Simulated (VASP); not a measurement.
A run of VASP 6.6.1 is set up as follows.

The input POSCAR:

```
PbSe
1.0
   -0.0205913481      3.0681108710      3.0681108710
    3.0681108710     -0.0205913481      3.0681108710
    3.0681108710      3.0681108710     -0.0205913481
Pb Se
1 1
Direct
    0.0000000000      0.0000000000      0.0000000000
    0.5000000000      0.5000000000      0.5000000000
```

The input INCAR.step1:

```
SYSTEM = PbSe
  PREC = Accurate
  ENCUT = 400
  EDIFF = 1E-5
  ISMEAR = 0
  SIGMA = 0.01
  LREAL = .False.
  LASPH = .True.
  NELM = 120
  ALGO = Normal
  ISIF = 2
  LWAVE = .True.
  LCHARG = .False.
  NBANDS = 17
  GGA = PE
  GGA_COMPAT = .False.
  KPAR = 4
```

The input INCAR.step2:

```
SYSTEM = PbSe
  PREC = Accurate
  ENCUT = 400
  EDIFF = 1E-6
  ISMEAR = 0
  SIGMA = 0.01
  LREAL = .False.
  LASPH = .True.
  NELM = 120
  ALGO = Normal
  ISIF = 2
  LWAVE = .False.
  LCHARG = .False.
  GGA = PE
  LHFCALC = .True.
  HFSCREEN = 0.2079
  PRECFOCK = Normal
  NBANDS = 17
  ISTART = 1
  GGA_COMPAT = .False.
  KPAR = 4
```

File KPOINTS:

```
Automatic mesh
0
Gamma
  6 6 6
  0 0 0
```

Potentials or basis: VASP PAW PBE potentials, release 64 (Pb_d, Se).

Command:

```console
$ cat potpaw_PBE.64/Pb_d/POTCAR potpaw_PBE.64/Se/POTCAR > POTCAR
$ cp INCAR.step1 INCAR
$ mpirun -np 4 vasp_std > vasp.out
$ cp INCAR.step2 INCAR
$ mpirun -np 4 vasp_std > vasp.out
```

(1) What does it give for the pressure?

(2) Predict the band gap on the k mesh.

Answers

(1) 0.2 GPa.

(2) 0.70 eV (least direct gap 0.76 eV).

Caveat: the cell differs from its parent crystal (strain along [111] -1.0%); the PAW data sets were made with another functional, which shifts forces and pressure a little; spin-orbit coupling is left out, which moves the levels of the heavy elements.
